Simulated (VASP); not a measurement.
# TlPd (F-43m) in VASP: single point with r2SCAN

Aim: the single point of TlPd with r2SCAN.

Program: VASP 6.6.1. These are calculated values, not measurements. Logs are shortened: lines on timing, memory, paths and dates and some standing lists are left out, and cuts for length are marked.

### 1 The cell of the first run

Symmetry: F-43m, No. 216, cubic system. The conventional cell has a = 5.827 Å, b = 5.827 Å, c = 5.827 Å, α = 90.00°, β = 90.00°, γ = 90.00°. Tl (site symmetry -43m) has 4 Pd at 2.52 Å within 3.3 Å. Pd (site symmetry -43m) has 4 Tl at 2.52 Å within 3.3 Å.

### 2 Single point, r2SCAN, non-collinear spin, zero start, spin-orbit coupling

POSCAR

```
TlPd
1.0
    0.0000000000      2.9133336200      2.9133336200
    2.9133336200      0.0000000000      2.9133336200
    2.9133336200      2.9133336200      0.0000000000
Tl Pd
1 1
Direct
    0.2500000000      0.2500000000      0.2500000000
    0.0000000000      0.0000000000      0.0000000000
```

INCAR.step1

```
ALGO     = Normal         # electronic algorithm
EDIFF    = 1E-4           # SCF threshold, eV
ENCUT    = 520            # plane-wave cutoff, eV
GGA      = PE             # functional
GGA_COMPAT= False        
ISMEAR   = 1              # smearing method
LASPH    = True           # aspherical terms in the spheres
LCHARG   = False          # write CHGCAR
LMAXMIX  = 4              # l up to which the mixer works
LNONCOLLINEAR= True           # non-collinear magnetism
LREAL    = False          # projectors in reciprocal space
LSORBIT  = True           # spin-orbit coupling
LWAVE    = True           # write WAVECAR
MAGMOM   = 0 0 0 0 0 0    # initial moments
NBANDS   = 35             # bands
NELM     = 150            # most SCF steps
PREC     = Accurate       # precision mode
SIGMA    = 0.05           # smearing width, eV
```

INCAR.step2

```
ALGO     = Normal         # electronic algorithm
EDIFF    = 1E-6           # SCF threshold, eV
ENCUT    = 520            # plane-wave cutoff, eV
GGA_COMPAT= False        
ISIF     = 2              # what is computed and relaxed
ISMEAR   = 1              # smearing method
ISTART   = 1            
LASPH    = True           # aspherical terms in the spheres
LCHARG   = True           # write CHGCAR
LMAXMIX  = 4              # l up to which the mixer works
LMIXTAU  = True         
LNONCOLLINEAR= True           # non-collinear magnetism
LORBIT   = 11             # projections on sites
LORBMOM  = True         
LREAL    = False          # projectors in reciprocal space
LSORBIT  = True           # spin-orbit coupling
LVHAR    = True         
LWAVE    = False          # write WAVECAR
MAGMOM   = 0 0 0 0 0 0    # initial moments
METAGGA  = R2SCAN         # meta-GGA
NBANDS   = 35             # bands
NELM     = 150            # most SCF steps
PREC     = Accurate       # precision mode
SIGMA    = 0.05           # smearing width, eV
```

KPOINTS

```
k-points
0
Gamma
  11 11 11
```

Potentials or basis: VASP PAW PBE potentials, release 64 (Tl_d, Pd).

Command:

```sh
$ cat potpaw_PBE.64/Tl_d/POTCAR potpaw_PBE.64/Pd/POTCAR > POTCAR
$ cp INCAR.step1 INCAR
$ mpirun -np 1 vasp_ncl > vasp.out
$ cp INCAR.step2 INCAR
$ mpirun -np 1 vasp_ncl > vasp.out
```

OUTCAR:

```text
EDIFF = 1E-6
   ENCUT = 520
   ISIF = 2
   ISMEAR = 1
   ISTART = 1
   LASPH = True
   LNONCOLLINEAR = True
   LORBIT = 11
   LREAL = False
   LSORBIT = True
   METAGGA = R2SCAN
   NELM = 150
   PREC = Accurate

 ion  position               nearest neighbor table
   1  0.250  0.250  0.250-   2 2.52   2 2.52   2 2.52   2 2.52
   2  0.000  0.000  0.000-   1 2.52   1 2.52   1 2.52   1 2.52

  LATTYP: Found a face centered cubic cell.
 ALAT       =     5.8266672400

  Lattice vectors:

 A1 = (   0.0000000000,   2.9133336200,   2.9133336200)
 A2 = (   2.9133336200,   0.0000000000,   2.9133336200)
 A3 = (   2.9133336200,   2.9133336200,   0.0000000000)

Analysis of symmetry for initial positions (statically):
=====================================================================
 Subroutine PRICEL returns:
 Original cell was already a primitive cell.

 Routine SETGRP: Setting up the symmetry group for a
 face centered cubic supercell.

 Subroutine GETGRP returns: Found 24 space group operations
 (whereof 24 operations were pure point group operations)
 out of a pool of 48 trial point group operations.

The static configuration has the point symmetry T_d .

Analysis of symmetry for dynamics (positions and initial velocities):
=====================================================================
 Subroutine PRICEL returns:
 Original cell was already a primitive cell.

 Routine SETGRP: Setting up the symmetry group for a
 face centered cubic supercell.

 Subroutine GETGRP returns: Found 24 space group operations
 (whereof 24 operations were pure point group operations)
 out of a pool of 48 trial point group operations.

The dynamic configuration has the point symmetry T_d .

Analysis of structural, dynamic, and magnetic symmetry:
=====================================================================
 Subroutine PRICEL returns:
 Original cell was already a primitive cell.

 Routine SETGRP: Setting up the symmetry group for a
 face centered cubic supercell.

 Subroutine GETGRP returns: Found 24 space group operations
 (whereof 24 operations were pure point group operations)
 out of a pool of 48 trial point group operations.

The overall configuration has the point symmetry T_d .

 Subroutine INISYM returns: Found 24 space group operations
 (whereof 24 operations are pure point group operations),
 and found     1 'primitive' translations

----------------------------------------------------------------------------------------

                                     Primitive cell

  volume of cell :      49.4539

  direct lattice vectors                    reciprocal lattice vectors
     0.000000000  2.913333620  2.913333620    -0.171624697  0.171624697  0.171624697
     2.913333620  0.000000000  2.913333620     0.171624697 -0.171624697  0.171624697
     2.913333620  2.913333620  0.000000000     0.171624697  0.171624697 -0.171624697

  length of vectors
     4.120075917  4.120075917  4.120075917     0.297262695  0.297262695  0.297262695

  position of ions in fractional coordinates (direct lattice)
     0.250000000  0.250000000  0.250000000
     0.000000000  0.000000000  0.000000000

  ion indices of the primitive-cell ions
   primitive index   ion index
                 1           1
                 2           2

----------------------------------------------------------------------------------------

 KPOINTS: k-points

Automatic generation of k-mesh.
 Grid dimensions read from file:
 generate k-points for:   11   11   11

 Generating k-lattice:

  Cartesian coordinates                     Fractional coordinates (reciprocal lattice)
    -0.015602245  0.015602245  0.015602245     0.090909091  0.000000000  0.000000000
     0.015602245 -0.015602245  0.015602245     0.000000000  0.090909091  0.000000000
     0.015602245  0.015602245 -0.015602245     0.000000000  0.000000000  0.090909091
[... 89 lines left out ...]
  energy-cutoff  :      520.00
  volume of cell :       49.45
 maximum number of plane-waves:      2726
   NGX = 15   NGY = 15   NGZ = 15

 number of electron      22.9999999 magnetization       0.0000000      0.0000000      0.0000000

 number of electron      22.9999999 magnetization       0.0000000     -0.0000000      0.0000000

 number of electron      22.9999999 magnetization       0.0000000     -0.0000000     -0.0000000

 Free energy of the ion-electron system (eV)
  ---------------------------------------------------
  ext. energy  EPLUGINS =         0.00000000
  ---------------------------------------------------
  free energy    TOTEN  =       -75.60587422 eV

  energy without entropy =      -75.60582220  energy(sigma->0) =      -75.60585688

 E-fermi :   5.8702     XC(G=0): -10.9190

 val. band max:        5.7728713155   @ k =  -0.4545   0.4545   0.0909
 cond. band min:       5.8932162892   @ k =  -0.2727   0.2727   0.0909
 fundamental gap:      0.1203449737
 Fermi energy:         5.8702463286

 k-point     1 :       0.0000    0.0000    0.0000
  band No.  band energies     occupation
      1      -7.3233      1.00000
      2      -7.3233      1.00000
      3      -7.3233      1.00000
      4      -7.3233      1.00000
      5      -5.2779      1.00000
      6      -5.2779      1.00000
[... 901 lines left out ...]
     34      16.4564      0.00000
     35      17.7319      0.00000

 [... further k-points ...]
[... 5 lines left out ...]
  --------------------------------------------------------------------------------------
  -------------------------------------------------------------------------------------
  Total        4.0254330      4.0254330      4.0254330     -0.0000000     -0.0000000      0.0000000
  in kB      130.4134916    130.4134916    130.4134916     -0.0000000     -0.0000000      0.0000000
  external PRESSURE =     130.4134916 kB  Pullay stress =       0.0000000 kB

 VOLUME and BASIS-vectors are now :
 -----------------------------------------------------------------------------
  energy-cutoff  :      520.00
  volume of cell :       49.45
      direct lattice vectors                 reciprocal lattice vectors
     0.000000000  2.913333620  2.913333620    -0.171624697  0.171624697  0.171624697
     2.913333620  0.000000000  2.913333620     0.171624697 -0.171624697  0.171624697
     2.913333620  2.913333620  0.000000000     0.171624697  0.171624697 -0.171624697

 POSITION                                       TOTAL-FORCE (eV/Angst)
 -----------------------------------------------------------------------------------
      1.45667      1.45667      1.45667         0.000000     -0.000000     -0.000000
      0.00000      0.00000      0.00000        -0.000000      0.000000      0.000000
 -----------------------------------------------------------------------------------
    total drift:                                0.000000      0.000000      0.000000

  FREE ENERGIE OF THE ION-ELECTRON SYSTEM (eV)
  ---------------------------------------------------
  free  energy   TOTEN  =       -75.6058742185 eV

  energy  without entropy=      -75.6058221961  energy(sigma->0) =      -75.60585688

 orbital moment (x)

 # of ion     p       d       tot
 ----------------------------------------
  1        -0.000   0.000   0.000
  2        -0.000   0.000   0.000
 ----------------------------------------
           -0.000   0.000   0.000

 orbital moment (y)

 # of ion     p       d       tot
 ----------------------------------------
  1        -0.000  -0.000  -0.000
  2        -0.000  -0.000  -0.000
 ----------------------------------------
           -0.000  -0.000  -0.000

 orbital moment (z)

 # of ion     p       d       tot
 ----------------------------------------
  1         0.000   0.000   0.000
  2         0.000   0.000   0.000
 ----------------------------------------
            0.000   0.000   0.000

 Spin-Orbit-Coupling matrix elements

 Ion:    1  E_soc:     -0.6812586
 l=   1
     0.0000000    -0.0641387    -0.0641387
    -0.0641387     0.0000000    -0.0641387
    -0.0641387    -0.0641387     0.0000000
 l=   2
     0.0000000    -0.0100162     0.0000000    -0.0100162    -0.0393882
    -0.0100162     0.0000000    -0.0295412    -0.0100162    -0.0098471
     0.0000000    -0.0295412     0.0000000    -0.0295412     0.0000000
    -0.0100162    -0.0100162    -0.0295412     0.0000000    -0.0098471
    -0.0393882    -0.0098471     0.0000000    -0.0098471     0.0000000
 l=   3
     0.0000000     0.0000000     0.0000000     0.0000000     0.0000000     0.0000000     0.0000000
     0.0000000     0.0000000     0.0000000     0.0000000     0.0000000     0.0000000     0.0000000
     0.0000000     0.0000000     0.0000000     0.0000000     0.0000000     0.0000000     0.0000000
     0.0000000     0.0000000     0.0000000     0.0000000     0.0000000     0.0000000     0.0000000
     0.0000000     0.0000000     0.0000000     0.0000000     0.0000000     0.0000000     0.0000000
     0.0000000     0.0000000     0.0000000     0.0000000     0.0000000     0.0000000     0.0000000
     0.0000000     0.0000000     0.0000000     0.0000000     0.0000000     0.0000000     0.0000000

 Ion:    2  E_soc:     -0.0664189
 l=   1
     0.0000000    -0.0002784    -0.0002784
    -0.0002784     0.0000000    -0.0002784
    -0.0002784    -0.0002784     0.0000000
 l=   2
     0.0000000    -0.0030821     0.0000000    -0.0030821    -0.0077093
    -0.0030821     0.0000000    -0.0057820    -0.0030821    -0.0019273
     0.0000000    -0.0057820     0.0000000    -0.0057820     0.0000000
    -0.0030821    -0.0030821    -0.0057820     0.0000000    -0.0019273
    -0.0077093    -0.0019273     0.0000000    -0.0019273     0.0000000
 l=   3
     0.0000000     0.0000000     0.0000000     0.0000000     0.0000000     0.0000000     0.0000000
     0.0000000     0.0000000     0.0000000     0.0000000     0.0000000     0.0000000     0.0000000
     0.0000000     0.0000000     0.0000000     0.0000000     0.0000000     0.0000000     0.0000000
     0.0000000     0.0000000     0.0000000     0.0000000     0.0000000     0.0000000     0.0000000
     0.0000000     0.0000000     0.0000000     0.0000000     0.0000000     0.0000000     0.0000000
     0.0000000     0.0000000     0.0000000     0.0000000     0.0000000     0.0000000     0.0000000
     0.0000000     0.0000000     0.0000000     0.0000000     0.0000000     0.0000000     0.0000000

 total charge

# of ion       s       p       d       tot
------------------------------------------
    1        1.111   0.644   9.684  11.438
    2        0.557   0.311   8.780   9.647
--------------------------------------------------
tot          1.667   0.954  18.464  21.086

 magnetization (x)

# of ion       s       p       d       tot
------------------------------------------
    1       -0.000   0.000  -0.000  -0.000
    2       -0.000  -0.000   0.000  -0.000
--------------------------------------------------
tot         -0.000  -0.000  -0.000  -0.000

 magnetization (y)

# of ion       s       p       d       tot
------------------------------------------
    1        0.000   0.000   0.000   0.000
    2       -0.000   0.000   0.000  -0.000
--------------------------------------------------
tot         -0.000   0.000   0.000  -0.000

 magnetization (z)

# of ion       s       p       d       tot
------------------------------------------
    1        0.000   0.000   0.000   0.000
    2        0.000   0.000  -0.000   0.000
--------------------------------------------------
tot          0.000   0.000  -0.000   0.000
```

Wall time 25 min (1 thread of Intel Xeon 8259CL, shared host); peak memory 0.52 GiB.

Results:

| Item | Value |
| --- | --- |
| Free energy | -75.6059 eV |
| Pressure | 13.0 GPa |
| Net moment | 0.00 μB per cell |
| Valence electrons inside the program's atomic spheres | Tl 11.44; Pd 9.65 |

Moments on the atoms (μB; x, y, z):
```
Tl  0.00 0.00 0.00
Pd  0.00 0.00 0.00
```

Caveat: the cell stands under pressure; the PAW data sets were made with another functional, which shifts forces and pressure a little.
